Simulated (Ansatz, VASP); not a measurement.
# BaTiO3 in VASP and in Ansatz

```
CELL_PARAMETERS angstrom
3.99980 0.00000 0.00000
0.00000 3.99980 0.00000
0.00000 0.00000 4.01800
ATOMIC_POSITIONS crystal
Ba 0.00000 0.00000 0.00000
Ti 0.50000 0.50000 0.49000
O 0.00000 0.50000 0.51700
O 0.50000 0.00000 0.51700
O 0.50000 0.50000 0.01900
```

Alike in both runs: functional r2SCAN; k mesh 5 × 5 × 5; occupations gaussian, width 0.01 eV; non-collinear spin, spin-orbit coupling.

```csv
,VASP,Ansatz
version,VASP 6.6.1,Ansatz 0.2.0
potentials or method,"VASP PAW PBE potentials, release 64 (Ba_sv, Ti_sv, O)",Ansatz PAW
plane-wave cutoff (eV),520,500
valence electrons in the cell,40,40
task,single point,density of states
```

```tsv
	VASP	Ansatz	Ansatz less VASP
pressure (GPa)	1.1	-0.8	-1.92
traceless stress, the component that is largest in VASP (GPa)	0.65	0.58	-0.063
rms of the force components (eV/Å)	0.102	0.124	+0.0225
net moment per atom (μB)	0.00	0.00	0.000
```

VASP's potentials were made for PBE, not for r2SCAN. Atom by atom the forces differ by 0.035 eV/Å (rms over components).

Noted on Ansatz's run: odd divisions of the mesh miss points on the zone boundary, where band edges often lie, so the gap on the mesh can be too wide.
